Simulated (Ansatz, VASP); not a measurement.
**H3C2 in VASP and in Ansatz**

INCAR

```
  PREC = Accurate
  ENCUT = 520
  EDIFF = 1E-6
  ISMEAR = -5
  SIGMA = 0.1
  LREAL = F
  LASPH = T
  NELM = 100
  ALGO = Normal
  ISIF = 2
  LWAVE = F
  LCHARG = F
  GGA = PE
  NBANDS = 22
```

File KPOINTS:

```
regular mesh
0
Gamma
  4 4 5
```

File POSCAR:

```
H3C2
1.0
    3.6316850000      3.2747500000      0.0000000000
    3.6316850000     -3.2747500000      0.0000000000
    0.7933020000      0.0000000000     -4.0609400000
C H
4 6
Direct
    0.0787000000      0.0787000000      0.9161000000
    0.9213000000      0.9213000000      0.0839000000
    0.2732000000      0.2732000000      0.7190000000
    0.7268000000      0.7268000000      0.2810000000
    0.2700000000      0.2700000000      0.4525000000
    0.7300000000      0.7300000000      0.5475000000
    0.4854000000      0.2170000000      0.7719000000
    0.7830000000      0.5146000000      0.2281000000
    0.5146000000      0.7830000000      0.2281000000
    0.2170000000      0.4854000000      0.7719000000
```

Input for Ansatz:

```yaml
crystal:
  lattice:
    - [3.631685, 3.27475, 0.0]
    - [3.631685, -3.27475, 0.0]
    - [0.793302, 0.0, -4.06094]
  atoms:
    - { symbol: C, position: [0.0787, 0.0787, 0.9161] }
    - { symbol: C, position: [0.9213, 0.9213, 0.0839] }
    - { symbol: C, position: [0.2732, 0.2732, 0.719] }
    - { symbol: C, position: [0.7268, 0.7268, 0.281] }
    - { symbol: H, position: [0.27, 0.27, 0.4525] }
    - { symbol: H, position: [0.73, 0.73, 0.5475] }
    - { symbol: H, position: [0.4854, 0.217, 0.7719] }
    - { symbol: H, position: [0.783, 0.5146, 0.2281] }
    - { symbol: H, position: [0.5146, 0.783, 0.2281] }
    - { symbol: H, position: [0.217, 0.4854, 0.7719] }
  symmetry: { tolerance: 0.0003 }
kpoints:
  mp_grid: { grid: [4, 4, 5], shift: [0, 0, 0] }
magnetization:
  spin_polarized: false
scf:
  occupations: { method: tetrahedron }
  mixing: { preconditioner: resta }
hamiltonian:
  pseudopotentials: { kind: paw }
  xc: pbe
basis:
  ecutwfc: 420
output:
  forces: true
  stress: true
  eigenvalues: true
```

Alike in both runs: task single point; functional PBE; k mesh 4 × 4 × 5; occupations tetrahedron; no spin polarisation.

|  | VASP | Ansatz |
| --- | --- | --- |
| version | VASP 6.6.1 | Ansatz 0.2.0 |
| potentials or method | VASP PAW PBE potentials, release 64 (C, H), cutoff 520 eV | PAW plane waves |
| valence electrons in the cell | 22 | 22 |

```csv
,VASP,Ansatz,Ansatz less VASP
gap on the k mesh at the Fermi level (eV),4.77,4.76,-0.004
pressure (GPa),-0.9,-0.8,+0.03
"traceless stress, the component that is largest in VASP (GPa)",3.08,3.14,+0.052
rms of the force components (eV/Å),0.374,0.361,-0.0124
```

Atom by atom the forces differ by 0.021 eV/Å (rms over components). With one functional, cell and mesh, what is left measures potentials, basis and numerics. Ansatz's warnings: band table not solved further, tetrahedron derivatives may miss energy slope.
